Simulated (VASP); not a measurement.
# Zn12H (a cell with a defect) in VASP: notebook, part 2 of 2

VASP 6.6.1. Earlier steps stand in the parts before.

**5. Single point, LDA**

Contents of INCAR:

```
SYSTEM = Zn12H
  PREC = Accurate
  ENCUT = 520
  EDIFF = 1E-6
  ISMEAR = 0
  SIGMA = 0.05
  LREAL = .FALSE.
  LASPH = .TRUE.
  NELM = 80
  ALGO = Normal
  ISIF = 2
  LWAVE = .FALSE.
  LCHARG = .TRUE.
  LELF = .TRUE.
  LVHAR = .TRUE.
  NBANDS = 84
```

Contents of KPOINTS:

```
Automatic mesh
0
G
  4 3 3
  0 0 0
```

Contents of POSCAR:

```
Zn12H
1.0
    5.3200000000      0.0000000000      0.0000000000
   -3.9900000000      6.9108830000      0.0000000000
    0.0000000000      0.0000000000      4.9369600000
Zn H
12 1
Direct
   -0.0224037845     -0.0088524144      0.0422494815
    0.1641236372      0.2208911654      0.4859334489
   -0.0008299468      0.3376425270      0.0086555289
    0.1662610271      0.5487756051      0.5268468855
    0.0039481321      0.6713260809     -0.0109391204
    0.1651965957      0.8749152605      0.4680461256
    0.5044347341     -0.0006719836      0.0106431893
    0.6728576231      0.2158352268      0.4784942556
    0.5158536534      0.3526329414      0.0452898140
    0.6675781213      0.5523906279      0.5318999951
    0.4905802105      0.6628455438      0.0138704790
    0.6670742079      0.8840132296      0.5445182866
    0.3248584727      0.1309483897      0.8609217008
```

Potentials or basis: VASP PAW LDA potentials, release 64 (Zn, H).

The run is started by

```console
cat potpaw_LDA.64/Zn/POTCAR potpaw_LDA.64/H/POTCAR > POTCAR
mpirun -np 1 vasp_std > vasp.out
```

OUTCAR:

```text
SYSTEM = Zn12H
   PREC = Accurate
   ENCUT = 520
   EDIFF = 1E-6
   ISMEAR = 0
   LREAL = .FALSE.
   LASPH = .TRUE.
   NELM = 80
   ISIF = 2

 ion  position               nearest neighbor table
   1  0.978  0.991  0.042-  13 1.84   7 2.56  11 2.61   5 2.64   6 2.68   2 2.71   3 2.71   7 2.78
                            12 2.84  12 2.86   9 2.87
   2  0.164  0.221  0.486-   8 2.59   4 2.62  10 2.67  12 2.68   1 2.71   9 2.72   8 2.73   6 2.77
                             3 2.83   3 3.02
   3  0.999  0.338  0.009-  11 2.60   9 2.64   5 2.65   7 2.67   9 2.70   1 2.71   8 2.77   4 2.79
                             2 2.83   4 2.95   2 3.02   8 3.02
   4  0.166  0.549  0.527-   2 2.62   6 2.62   8 2.65  10 2.65  10 2.67  12 2.67   5 2.78   3 2.79
                            11 2.83  11 2.94   3 2.95
   5  0.004  0.671  0.989-   9 2.59  11 2.63   1 2.64   7 2.64   3 2.65  11 2.70  10 2.74   6 2.75
                             4 2.78   6 2.93
   6  0.165  0.875  0.468-   4 2.62  10 2.63  12 2.66   1 2.68   8 2.71  12 2.71   7 2.75   5 2.75
                             2 2.77   5 2.93
   7  0.504  0.999  0.011-  13 1.89   1 2.56   5 2.64  11 2.65   3 2.67   6 2.75   8 2.75  12 2.77
                             1 2.78   9 2.79   8 3.02
[... 1877 lines left out ...]
  Direction    XX          YY          ZZ          XY          YZ          ZX
  --------------------------------------------------------------------------------------
  -------------------------------------------------------------------------------------
  Total       -4.5278798    -10.2041323     -3.9377892     -0.6635999     -0.1083478     -0.0757674
  in kB      -39.9669211    -90.0703564    -34.7582790     -5.8574973     -0.9563703     -0.6687874
  external PRESSURE =     -54.9318521 kB  Pullay stress =       0.0000000 kB

 VOLUME and BASIS-vectors are now :
 -----------------------------------------------------------------------------
  energy-cutoff  :      520.00
  volume of cell :      181.51
      direct lattice vectors                 reciprocal lattice vectors
     5.320000000  0.000000000  0.000000000     0.187969925  0.108524482  0.000000000
    -3.990000000  6.910883000  0.000000000     0.000000000  0.144699310  0.000000000
     0.000000000  0.000000000  4.936960000     0.000000000  0.000000000  0.202553798

 POSITION                                       TOTAL-FORCE (eV/Angst)
 -----------------------------------------------------------------------------------
      1.24613      6.84970      0.20858        -0.012820     -0.005243      0.015680
     -0.00822      1.52655      2.39903         0.006786     -0.003657      0.010118
      3.96839      2.33341      0.04273         0.000037     -0.004068     -0.000365
     -1.30511      3.79252      2.60102         0.004446     -0.005469     -0.010669
     -2.65759      4.63946      4.88295        -0.003184      0.002818      0.000228
     -2.61207      6.04644      2.31073         0.004524      0.001151      0.005096
     -1.30373      6.90624      0.05254         0.003799      0.002018     -0.020184
      2.71842      1.49161      2.36231         0.003725     -0.003926      0.005419
      1.33734      2.43700      0.22359        -0.000534      0.009047      0.012960
      1.34748      3.81751      2.62597         0.005450      0.000570     -0.005479
     -0.03487      4.58085      0.06848         0.002402      0.004509      0.012005
      0.02162      6.10931      2.68827         0.014993     -0.002701     -0.004869
      1.20576      0.90497      4.25034        -0.029622      0.004951     -0.019938
 -----------------------------------------------------------------------------------
    total drift:                               -0.000544     -0.000265      0.000856

  FREE ENERGIE OF THE ION-ELECTRON SYSTEM (eV)
  ---------------------------------------------------
  free  energy   TOTEN  =       -24.7579725060 eV

  energy  without entropy=      -24.7520920196  energy(sigma->0) =      -24.75503226
```

stdout:

```text
POSCAR found type information on POSCAR ZnH
 POSCAR found :  2 types and      13 ions
 scaLAPACK will be used
 LDA part: xc-table for (Slater(with rela. corr.)+CA(PZ))
 , standard interpolation
 POSCAR, INCAR and KPOINTS ok, starting setup
 FFT: planning ... GRIDC
 FFT: planning ... GRID_SOFT
 FFT: planning ... GRID
 WAVECAR not read
 entering main loop
```

It took 3.8 min on 1 thread of Oxide Virtual Turin-like, shared host; peak memory 0.32 GiB.

What came out:

- Free energy: -24.7580 eV
- Pressure: -5.5 GPa
- Largest force: 0.036 eV/Å

Forces on the atoms (eV/Å):
```
Zn  -0.013 -0.005  0.016
Zn   0.007 -0.004  0.010
Zn   0.000 -0.004  0.000
Zn   0.004 -0.005 -0.011
Zn  -0.003  0.003  0.000
Zn   0.005  0.001  0.005
Zn   0.004  0.002 -0.020
Zn   0.004 -0.004  0.005
Zn  -0.001  0.009  0.013
Zn   0.005  0.001 -0.005
Zn   0.002  0.005  0.012
Zn   0.015 -0.003 -0.005
H   -0.030  0.005 -0.020
```

Caveat: the k points lie up to 0.42 Å⁻¹ apart.

**6. Single point, LDA**

Contents of INCAR:

```
SYSTEM = Zn12H
  ALGO = Normal
  EDIFF = 1E-6
  ENCUT = 520
  GGA = CA
  ISIF = 2
  ISMEAR = 0
  LASPH = .True.
  LCHARG = .False.
  LREAL = .False.
  LWAVE = .False.
  NBANDS = 84
  NELM = 80
  PREC = Accurate
  SIGMA = 0.05
```

Contents of KPOINTS:

```
k-points
0
Gamma
  4 3 3
  0 0 0
```

Contents of POSCAR:

```
Zn12H
1.0
    5.3200000000      0.0000000000      0.0000000000
   -3.9900000000      6.9108830000      0.0000000000
    0.0000000000      0.0000000000      4.9369600000
Zn H
12 1
Direct
   -0.0238434251     -0.0118761958      0.0598574831
    0.1718626248      0.2177351288      0.5002600791
   -0.0080857649      0.3389876518      0.0134402547
    0.1708460962      0.5451764992      0.5297411768
    0.0055974781      0.6739778405     -0.0073780221
    0.1769151382      0.8737790815      0.4754642533
    0.5054949576      0.0011143294      0.0016696510
    0.6785225715      0.2109190678      0.4863413923
    0.5171565475      0.3518292814      0.0603535374
    0.6761304493      0.5520649098      0.5377106560
    0.4901777408      0.6611700705      0.0192215452
    0.6710066416      0.8794431913      0.5460449345
    0.2842268270      0.1486380250      0.8468047138
```

Potentials or basis: VASP PAW LDA potentials, release 64 (Zn, H).

The run is started by

```console
cat potpaw_LDA.64/Zn/POTCAR potpaw_LDA.64/H/POTCAR > POTCAR
mpirun -np 1 vasp_std > vasp.out
```

Run time: 3.8 min. Hardware: 1 thread of Oxide Virtual Turin-like, shared host; peak memory 0.32 GiB.

It converged, with:

* Free energy: -24.7929 eV
* Pressure: -5.6 GPa
* Largest force: 0.149 eV/Å

Forces in eV/Å, atoms in the order of the input:
```
Zn   0.003 -0.007  0.028
Zn   0.026 -0.012  0.026
Zn  -0.014 -0.002 -0.002
Zn   0.018 -0.010 -0.007
Zn  -0.001  0.007 -0.002
Zn   0.027  0.000  0.009
Zn  -0.002  0.009 -0.031
Zn   0.018 -0.013  0.016
Zn   0.005 -0.007  0.026
Zn   0.022 -0.003 -0.002
Zn   0.005  0.000  0.005
Zn   0.021 -0.013 -0.007
H   -0.127  0.053 -0.059
```

Stress tensor (GPa, compression positive):
```
-3.55 -1.39 -0.57
-1.39 -9.27  0.38
-0.57  0.38 -4.11
```

Levels at points of the mesh, in eV from the Fermi level:
```tsv
k point	band 69	band 70	band 71	band 72	band 73	band 74	band 75	band 76
(0.00, 0.00, 0.00)	-2.55	-1.24	-1.05	-0.40	0.06	0.28	0.48	1.11
(0.50, 0.00, 0.00)	-1.98	-1.53	-1.47	-1.36	-0.72	-0.62	-0.30	0.09
```

Caveat: the k points lie up to 0.42 Å⁻¹ apart.
